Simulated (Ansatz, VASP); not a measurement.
C: VASP beside Ansatz

The input POSCAR:

```
C
1.0
    0.0000000000      1.7863159877      1.7863159877
    1.7863159877      0.0000000000      1.7863159877
    1.7863159877      1.7863159877      0.0000000000
C
2
Direct
   -0.1250000000     -0.1250000000     -0.1250000000
    0.1250000000      0.1250000000      0.1250000000
```

The input INCAR.step1:

```
PREC = Accurate
ENCUT = 600
ISMEAR = -1
SIGMA = 0.08
LREAL = False
LASPH = True
NELM = 100
GGA = PE
ALGO = Normal
EDIFF = 1E-4
LWAVE = True
LCHARG = False
```

Contents of INCAR.step2:

```
PREC = Accurate
ENCUT = 600
EDIFF = 1E-6
ISMEAR = -1
SIGMA = 0.08
LREAL = False
LASPH = True
NELM = 100
ALGO = Normal
ISIF = 3
LWAVE = False
LCHARG = False
METAGGA = R2SCAN
LMIXTAU = True
IBRION = 2
NSW = 60
EDIFFG = -0.005
ISTART = 1
```

File KPOINTS:

```
regular mesh
0
Gamma
  20 20 20
```

Input for Ansatz:

```yaml
crystal:
  lattice:
    - [0.0, 1.7863159877, 1.7863159877]
    - [1.7863159877, 0.0, 1.7863159877]
    - [1.7863159877, 1.7863159877, 0.0]
  atoms:
    - { symbol: C, position: [-0.125, -0.125, -0.125] }
    - { symbol: C, position: [0.125, 0.125, 0.125] }
kpoints:
  mp_grid: { grid: [20, 20, 20] }
scf:
  occupations: { method: fermi_dirac, width: 0.08 }
hamiltonian:
  xc: r2scan
  pseudopotentials: { kind: paw }
output:
  forces: true
  stress: true
  write_density: true
  write_potential: true
  elf: true
  volumetric_format: npy
relax:
  f_tol: 0.005
  max_steps: 40
  cell: {}
```

Alike in both runs: task relaxation of cell and atoms; functional r2SCAN; k mesh 20 × 20 × 20; occupations fermi-dirac, width 0.08 eV; no spin polarisation.

```csv
,VASP,Ansatz
version,VASP 6.6.1,Ansatz 0.2.0
potentials or method,"VASP PAW PBE potentials, release 64 (C)","PAW with Ansatz's default frozen-core files, scalar-relativistic"
plane-wave cutoff (eV),600,500
valence electrons in the cell,8,8
```

VASP gave:

| Item | Value |
| --- | --- |
| gap on the k mesh at the Fermi level, each at its own relaxed structure (eV) | 4.33 |
| relaxed volume (Å³/atom) | 5.65 |
| relaxed cell length with the largest relative difference (Å) | 2.518 |

What did Ansatz give for the same quantities?

gap on the k mesh at the Fermi level, each at its own relaxed structure (eV): 4.37; relaxed volume (Å³/atom): 5.64; relaxed cell length with the largest relative difference (Å): 2.517.

VASP's potentials were made for PBE, not for r2SCAN.
